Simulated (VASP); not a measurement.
Set up this calculation in VASP 6.6.1, as the native input.

```
Task                   : single point
Functional             : r2SCAN
Dispersion             : D3(BJ)
Potentials or basis    : VASP PAW PBE potentials, release 64 (Mo_sv, S)
Cutoff                 : 520 eV
k mesh                 : 8 × 8 × 6
Occupations            : fermi-dirac, width 0.05 eV
Spin                   : no spin polarisation
Dipole correction      : no
Further INCAR settings : ALGO = Normal; EDIFF = 1e-07; NBANDS = 20
```

Crystal: MoS2.

```
Mo S
1.0
     3.67000    0.00000    0.00000
    -1.83500    3.17831    0.00000
     0.00000    0.00000    4.03700
Mo S
1 2
Cartesian
  0.0000 0.0000 0.0000
  0.0000 2.1189 2.0185
  1.8350 1.0594 2.0185
```

One way to write it, as run:

POSCAR

```
MoS2
1.0
    3.6700000000      0.0000000000      0.0000000000
   -1.8350000000      3.1783132319      0.0000000000
    0.0000000000      0.0000000000      4.0370000000
Mo S
1 2
Direct
    0.0000000000      0.0000000000      0.0000000000
    0.3333333333      0.6666666667      0.5000000000
    0.6666666667      0.3333333333      0.5000000000
```

INCAR.step1

```
PREC     = Accurate       # precision mode
ENCUT    = 520            # plane-wave cutoff, eV
ISMEAR   = -1             # smearing method
SIGMA    = 0.05           # smearing width, eV
LREAL    = False          # projectors in reciprocal space
LASPH    = True           # aspherical terms in the spheres
NELM     = 60             # most SCF steps
NBANDS   = 20             # bands
GGA      = PE             # functional
ALGO     = Normal         # electronic algorithm
EDIFF    = 1E-4           # SCF threshold, eV
LWAVE    = True           # write WAVECAR
LCHARG   = False          # write CHGCAR
```

INCAR.step2

```
PREC     = Accurate       # precision mode
ENCUT    = 520            # plane-wave cutoff, eV
EDIFF    = 1E-7           # SCF threshold, eV
ISMEAR   = -1             # smearing method
SIGMA    = 0.05           # smearing width, eV
LREAL    = False          # projectors in reciprocal space
LASPH    = True           # aspherical terms in the spheres
NELM     = 60             # most SCF steps
ALGO     = Normal         # electronic algorithm
ISIF     = 2              # what is computed and relaxed
LWAVE    = False          # write WAVECAR
LCHARG   = False          # write CHGCAR
METAGGA  = R2SCAN         # meta-GGA
LMIXTAU  = True         
IVDW     = 12             # dispersion correction
VDW_S6   = 1.0          
VDW_S8   = 0.78981345   
VDW_A1   = 0.49484001   
VDW_A2   = 5.73083694   
NBANDS   = 20             # bands
ISTART   = 1
```

KPOINTS

```
regular mesh
0
Gamma
  8 8 6
```

Potentials or basis: VASP PAW PBE potentials, release 64 (Mo_sv, S).

The run is started by

```bash
$ cat potpaw_PBE.64/Mo_sv/POTCAR potpaw_PBE.64/S/POTCAR > POTCAR
$ cp INCAR.step1 INCAR
$ mpirun -np 1 vasp_std > vasp.out
$ cp INCAR.step2 INCAR
$ mpirun -np 1 vasp_std > vasp.out
```

It gave:

* Pressure: 4.7 GPa
* Band gap on the k mesh: zero (band 13 reaches 11.13 eV, above the bottom of band 14 at 9.30 eV)
* Dispersion energy per atom: -0.229 eV

Caveat: three body term missing; the PAW data sets were made with another functional, which shifts forces and pressure a little; pairwise dispersion overbinds metals, which lowers pressure and volume.

Run time: 3 min on 1 thread of Intel(R) Xeon(R) Platinum 8488C (Sapphire Rapids), with other jobs on the host, peak memory 0.19 GiB.
